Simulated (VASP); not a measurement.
Here is a VASP 6.6.1 calculation.

The input INCAR:

```
SYSTEM = As
  PREC = Accurate
  ENCUT = 520
  EDIFF = 1E-6
  ISMEAR = 0
  SIGMA = 0.02
  LREAL = .FALSE.
  LASPH = .TRUE.
  NELM = 60
  ALGO = Normal
  ISIF = 2
  LWAVE = .FALSE.
  LCHARG = .TRUE.
  LDIPOL = .TRUE.
  IDIPOL = 3
  DIPOL = 0.5 0.5 0.500
  GGA = CA
  LELF = .TRUE.
  LVHAR = .TRUE.
  LVACPOTAV = .TRUE.
  NBANDS = 12
```

KPOINTS

```
regular mesh
0
G
  9 9 1
  0 0 0
```

File POSCAR:

```
As
1.0
    3.5200000000      0.0000000000      0.0000000000
   -1.7600000000      3.0484094213      0.0000000000
    0.0000000000      0.0000000000     28.0000000000
As
2
Direct
    0.3333333333      0.6666666667      0.5317142857
    0.6666666667      0.3333333333      0.4682857143
```

Potentials or basis: VASP PAW LDA potentials, release 64 (As).

Command:

```sh
$ cat potpaw_LDA.64/As/POTCAR > POTCAR
$ mpirun -np 1 vasp_std > vasp.out
```

(1) Predict the largest force.

(2) Estimate the band gap on the k mesh.

## Answers

(1) 3.128 eV/Å.

(2) zero (band 5 reaches -2.47 eV, above the bottom of band 6 at -3.04 eV).
